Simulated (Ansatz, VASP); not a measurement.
**BiMo3 in VASP and in Ansatz**

```
Bi Mo
1.0
     4.14175    0.00000    0.00000
     0.00000    4.14175    0.00000
     0.00000    0.00000    4.14175
Bi Mo
1 3
Direct
  0.00000 0.00000 0.00000
  0.00000 0.50000 0.50000
  0.50000 0.00000 0.50000
  0.50000 0.50000 0.00000
```

Alike in both runs: functional PBE; k mesh 12 × 12 × 12; occupations gaussian, width 0.1 eV; no spin polarisation.

Ansatz relaxed the structure, and its values are those at the end. VASP's run is a single point on that final structure, the one shown.

|  | VASP | Ansatz |
| --- | --- | --- |
| version | VASP 6.6.1 | Ansatz 0.2.0 |
| potentials or method | VASP PAW PBE potentials, release 64 (Bi_d, Mo_sv), cutoff 500 eV | scalar-relativistic, plane waves, PAW |
| valence electrons in the cell | 57 | 57 |

|  | VASP | Ansatz | Ansatz less VASP |
| --- | --- | --- | --- |
| gap on the k mesh at the Fermi level (eV) | none | none | - |
| pressure (GPa) | 0.3 | 0.0 | -0.31 |

A gap of «none» marks a metal or a gap that the smearing closes. With one functional, cell and mesh, what is left measures potentials, basis and numerics.

Spin-orbit coupling is off throughout.
